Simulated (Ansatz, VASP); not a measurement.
# One calculation of Ru, two programs

File INCAR:

```
PREC     = Accurate       # precision mode
ENCUT    = 520            # plane-wave cutoff, eV
EDIFF    = 1E-6           # SCF threshold, eV
ISMEAR   = 0              # smearing method
SIGMA    = 0.15           # smearing width, eV
LREAL    = False          # projectors in reciprocal space
LASPH    = True           # aspherical terms in the spheres
NELM     = 100            # most SCF steps
ALGO     = Fast           # electronic algorithm
ISIF     = 2              # what is computed and relaxed
LWAVE    = False          # write WAVECAR
LCHARG   = True           # write CHGCAR
GGA      = PS             # functional
LELF     = True           # ELF
LVHAR    = True         
NBANDS   = 21             # bands
```

File KPOINTS:

```
regular mesh
0
Gamma
  21 21 12
```

POSCAR

```
Ru
1.0
    2.7041265680      0.0000000000      0.0000000000
   -1.3520632840      2.3418423030      0.0000000000
    0.0000000000      0.0000000000      4.2070801145
Ru
2
Direct
    0.3333333333      0.6666666667      0.2500000000
    0.6666666667      0.3333333333      0.7500000000
```

Input for Ansatz:

```yaml
crystal:
  lattice:
    - [2.704126568, 0.0, 0.0]
    - [-1.352063284, 2.341842303, 0.0]
    - [0.0, 0.0, 4.2070801145]
  atoms:
    - { symbol: Ru, position: [0.3333333333, 0.6666666667, 0.25] }
    - { symbol: Ru, position: [0.6666666667, 0.3333333333, 0.75] }
basis:
  ecutwfc: 420
kpoints:
  mp_grid: { grid: [21, 21, 12] }
hamiltonian:
  xc: pbesol
  pseudopotentials: { kind: paw, azcp: { folder: soft_1 } }
scf:
  occupations: { method: gaussian, width: 0.15 }
output:
  forces: true
  stress: true
  eigenvalues: true
```

Alike in both runs: task single point; functional PBEsol; k mesh 21 × 21 × 12; occupations gaussian, width 0.15 eV; no spin polarisation.

|  | VASP | Ansatz |
| --- | --- | --- |
| version | VASP 6.6.1 | Ansatz 0.2.0 |
| potentials or method | VASP PAW PBE potentials, release 64 (Ru_pv), cutoff 520 eV | scalar-relativistic, plane waves, PAW |
| valence electrons in the cell | 28 | 32 |

Ansatz gave:

| Item | Value |
| --- | --- |
| gap on the k mesh at the Fermi level (eV) | none |
| pressure (GPa) | 0.4 |
| traceless stress, the component that is largest in VASP (GPa) | 4.65 |

What did VASP give for the same quantities?

gap on the k mesh at the Fermi level (eV): none; pressure (GPa): 0.3; traceless stress, the component that is largest in VASP (GPa): 4.65.

VASP's potentials were made for PBE, not for PBEsol, and Ansatz warns of the same on its side. A gap of «none» marks a metal or a gap that the smearing closes. VASP's potentials hold 28 valence electrons a cell and Ansatz's 32, so a difference there can come from the potentials and not from the codes.
